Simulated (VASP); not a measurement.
# AlN (P6_3mc) in VASP: notebook, part 2 of 2

VASP 6.6.1. Earlier steps stand in the parts before.

**5. Single point, PBE**

This run uses another cell than the first one: it holds 48 atoms, not 4.

Contents of INCAR:

```
SYSTEM = AlN
PREC = Accurate
ENCUT = 520
EDIFF = 1E-7
ISMEAR = 0
SIGMA = 0.01
LREAL = Auto
LASPH = .TRUE.
NELM = 100
ALGO = Normal
ISIF = 2
LWAVE = .FALSE.
LCHARG = .TRUE.
GGA = PE
LELF = .TRUE.
LVHAR = .TRUE.
NBANDS = 126
```

Contents of KPOINTS:

```
regular mesh
0
G
  1 1 1
  0 0 0
```

Contents of POSCAR:

```
AlN
1.0
    3.1302084199     -5.4216800216      5.0180433219
    3.1302084199      5.4216800216      5.0180433219
   -6.2604168399      0.0000000000      5.0180433219
Al N
24 24
Direct
    0.6664114086      0.3330780753      0.4997447420
    0.9997447420      0.6664114086      0.8330780753
    0.3330780753      0.4997447420      0.6664114086
    0.8330780753      0.4997447420      0.1664114086
    0.1664114086      0.3330780753      0.9997447420
    0.4997447420      0.6664114086      0.3330780753
    0.8330780753      0.9997447420      0.6664114086
    0.1664114086      0.8330780753      0.4997447420
    0.4997447420      0.1664114086      0.8330780753
    0.6664114086      0.8330780753      0.9997447420
    0.9997447420      0.1664114086      0.3330780753
    0.3330780753      0.9997447420      0.1664114086
    0.6664114086      0.4997447420      0.8330780753
    0.9997447420      0.8330780753      0.1664114086
    0.3330780753      0.6664114086      0.9997447420
    0.8330780753      0.6664114086      0.4997447420
    0.1664114086      0.4997447420      0.3330780753
    0.4997447420      0.8330780753      0.6664114086
    0.8330780753      0.1664114086      0.9997447420
    0.1664114086      0.9997447420      0.8330780753
    0.4997447420      0.3330780753      0.1664114086
    0.6664114086      0.9997447420      0.3330780753
    0.9997447420      0.3330780753      0.6664114086
    0.3330780753      0.1664114086      0.4997447420
    0.7935885914      0.4602552580      0.6269219247
    0.1269219247      0.7935885914      0.9602552580
    0.4602552580      0.6269219247      0.7935885914
    0.9602552580      0.6269219247      0.2935885914
    0.2935885914      0.4602552580      0.1269219247
    0.6269219247      0.7935885914      0.4602552580
    0.9602552580      0.1269219247      0.7935885914
    0.2935885914      0.9602552580      0.6269219247
    0.6269219247      0.2935885914      0.9602552580
    0.7935885914      0.9602552580      0.1269219247
    0.1269219247      0.2935885914      0.4602552580
    0.4602552580      0.1269219247      0.2935885914
    0.4602552580      0.2935885914      0.6269219247
    0.7935885914      0.6269219247      0.9602552580
    0.1269219247      0.4602552580      0.7935885914
    0.6269219247      0.4602552580      0.2935885914
    0.9602552580      0.2935885914      0.1269219247
    0.2935885914      0.6269219247      0.4602552580
    0.6269219247      0.9602552580      0.7935885914
    0.9602552580      0.7935885914      0.6269219247
    0.2935885914      0.1269219247      0.9602552580
    0.4602552580      0.7935885914      0.1269219247
    0.7935885914      0.1269219247      0.4602552580
    0.1269219247      0.9602552580      0.2935885914
```

Launch:

```
$ cat potpaw_PBE.64/Al/POTCAR potpaw_PBE.64/N/POTCAR > POTCAR
$ mpirun -np 1 vasp_gam > vasp.out
```

Wall time 73 s (1 thread of Intel Xeon 6975P-C (Granite Rapids), shared host); peak memory 0.44 GiB.

Results (log left out):

```
Free energy            : -357.3400 eV
Pressure               : -0.9 GPa
Largest force          : 0.009 eV/Å
Band gap on the k mesh : 4.05 eV
```

Forces on the atoms (eV/Å):
```
Al   0.000  0.000 -0.009
Al   0.000  0.000 -0.009
Al   0.000  0.000 -0.009
Al   0.000  0.000 -0.009
Al   0.000  0.000 -0.009
Al   0.000  0.000 -0.009
Al   0.000  0.000 -0.009
Al   0.000  0.000 -0.009
Al   0.000  0.000 -0.009
Al   0.000  0.000 -0.009
Al   0.000  0.000 -0.009
Al   0.000  0.000 -0.009
Al   0.000  0.000 -0.009
Al   0.000  0.000 -0.009
Al   0.000  0.000 -0.009
Al   0.000  0.000 -0.009
Al   0.000  0.000 -0.009
Al   0.000  0.000 -0.009
Al   0.000  0.000 -0.009
Al   0.000  0.000 -0.009
Al   0.000  0.000 -0.009
Al   0.000  0.000 -0.009
Al   0.000  0.000 -0.009
Al   0.000  0.000 -0.009
N    0.000  0.000  0.009
N    0.000  0.000  0.009
N    0.000  0.000  0.009
N    0.000  0.000  0.009
N    0.000  0.000  0.009
N    0.000  0.000  0.009
N    0.000  0.000  0.009
N    0.000  0.000  0.009
N    0.000  0.000  0.009
N    0.000  0.000  0.009
N    0.000  0.000  0.009
N    0.000  0.000  0.009
N    0.000  0.000  0.009
N    0.000  0.000  0.009
N    0.000  0.000  0.009
N    0.000  0.000  0.009
N    0.000  0.000  0.009
N    0.000  0.000  0.009
N    0.000  0.000  0.009
N    0.000  0.000  0.009
N    0.000  0.000  0.009
N    0.000  0.000  0.009
N    0.000  0.000  0.009
N    0.000  0.000  0.009
```

Stress tensor (GPa, compression positive):
```
-1.49  0.00  0.00
 0.00 -1.49  0.00
 0.00  0.00  0.29
```

Levels at points of the mesh, in eV from the valence-band top:
| k point | band 94 | band 95 | band 96 | band 97 | band 98 | band 99 |
| --- | --- | --- | --- | --- | --- | --- |
| (0.00, 0.00, 0.00) | -0.20 | -0.20 | 0.00 | 4.05 | 5.77 | 5.77 |

Caveat: the k points lie up to 0.79 Å⁻¹ apart.

**6. Single point, PBE (biaxial strain in the a-b plane: +3.0 %, then relaxed in part)**

Contents of INCAR:

```
  ALGO = Normal
  EDIFF = 1E-7
  ENCUT = 520
  GGA = PE
  ISIF = 2
  ISMEAR = 0
  LASPH = T
  LCHARG = T
  LELF = T
  LREAL = F
  LVHAR = T
  LWAVE = F
  NBANDS = 16
  NELM = 80
  PREC = Accurate
  SIGMA = 0.02
```

Contents of KPOINTS:

```
k-points
0
Gamma
  12 12 6
```

Contents of POSCAR:

```
AlN
1.0
    3.2241146726      0.0000000000      0.0000000000
   -1.6120573363      2.7921652112      0.0000000000
    0.0000000000      0.0000000000      4.9275031775
Al N
2 2
Direct
    0.6666666667      0.3333333333      0.4950694592
    0.3333333333      0.6666666667      0.9950694592
    0.6666666667      0.3333333333      0.8849305408
    0.3333333333      0.6666666667      0.3849305408
```

Potentials or basis: VASP PAW PBE potentials, release 64 (Al, N).

Launch:

```
$ cat potpaw_PBE.64/Al/POTCAR potpaw_PBE.64/N/POTCAR > POTCAR
$ mpirun -np 1 vasp_std > vasp.out
```

Wall time 23 s (1 thread of Intel Xeon Platinum 8559C (Emerald Rapids), shared host); peak memory 0.18 GiB.

It converged, with:

```yaml
Free_energy: -29.6786 eV
Pressure: -8.1 GPa
Band_gap_on_the_k_mesh: 3.45 eV, direct
```

Stress tensor (GPa, compression positive):
```
-12.08   0.00   0.00
  0.00 -12.08   0.00
  0.00   0.00  -0.15
```

Levels at points of the mesh, in eV from the valence-band top:
```tsv
k point	band 4	band 5	band 6	band 7	band 8	band 9	band 10	band 11	band 12	band 13
(0.00, 0.00, 0.00)	-1.30	-1.30	-0.53	-0.53	0.00	3.45	5.50	10.04	10.04	10.20
(0.50, 0.00, 0.00)	-4.14	-3.42	-2.46	-1.86	-0.91	5.14	5.76	7.42	9.58	10.23
(0.00, 0.00, 0.50)	-3.26	-0.92	-0.92	-0.92	-0.92	5.59	5.59	9.79	9.79	10.37
(0.50, 0.00, 0.50)	-5.66	-1.78	-1.78	-1.38	-1.38	4.99	4.99	8.68	8.68	10.99
```

Caveat: the cell differs from its parent crystal (biaxial strain in the a-b plane: +3.0 %, then relaxed in part). A k mesh can miss the band edges.

**7. Overview**

```tsv
cell	k mesh	smearing	gap on the mesh (eV)	pressure (GPa)
a = 3.224, b = 3.224, c = 5.169 Å, angles 90.0, 90.0, 120.0°, 4 atoms	12 × 12 × 6	gaussian 0.02 eV	3.30	-14.6
a = 3.271, b = 3.271, c = 5.244 Å, angles 90.0, 90.0, 120.0°, 4 atoms	12 × 12 × 6	gaussian 0.02 eV	2.95	-19.9
a = 8.023 Å, angles 85.0°, 48 atoms	1 × 1 × 1	gaussian 0.01 eV	4.05	-0.9
a = 3.224, b = 3.224, c = 4.928 Å, angles 90.0, 90.0, 120.0°, 4 atoms	12 × 12 × 6	gaussian 0.02 eV	3.45	-8.1
```

Alike in all rows: task single point; level PBE; potentials or basis VASP PAW PBE potentials, release 64 (Al, N); no spin polarisation; cutoff (eV) 520.

Caveats: some runs use coarse meshes.

Total energies depend on the potentials used, so only differences within one code and one set of settings carry meaning.
